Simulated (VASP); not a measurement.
A run of VASP 6.6.1 is set up as follows.

File INCAR:

```
  PREC = Accurate
  ENCUT = 520
  EDIFF = 1E-6
  ISMEAR = 0
  SIGMA = 0.1
  LREAL = F
  LASPH = T
  NELM = 150
  ALGO = Normal
  ISIF = 2
  LWAVE = F
  LCHARG = F
  ISPIN = 2
  MAGMOM = 1 1 0
  LORBIT = 11
  LMAXMIX = 4
  GGA = PE
  NBANDS = 23
```

Contents of KPOINTS:

```
regular mesh
0
Gamma
  6 6 4
```

Contents of POSCAR:

```
Ir2O
1.0
    3.3663045000      0.0000000000      0.0000000000
   -1.6831522500      2.9153052100      0.0000000000
    0.0000000000      0.0000000000      3.8668151400
Ir O
2 1
Direct
    0.3333333300      0.6666666700      0.0000000000
    0.6666666700      0.3333333300      0.0000000000
    0.0000000000      0.0000000000      0.0000000000
```

Potentials or basis: VASP PAW PBE potentials, release 64 (Ir, O).

Launch:

```sh
$ cat potpaw_PBE.64/Ir/POTCAR potpaw_PBE.64/O/POTCAR > POTCAR
$ mpirun -np 1 vasp_std > vasp.out
```

Q: Estimate the pressure.

A: 278.0 GPa.

Q: Estimate the band gap on the k mesh.

A: Zero (filled and empty bands overlap).

Q: Estimate the net moment.

A: 0.00 μB per cell.

Stress tensor (GPa, compression positive):
```
416.64   0.00   0.00
  0.00 416.64   0.00
  0.00   0.00   0.63
```

Caveat: the k points lie up to 0.41 Å⁻¹ apart; spin-orbit coupling is left out, which moves the levels of the heavy elements.
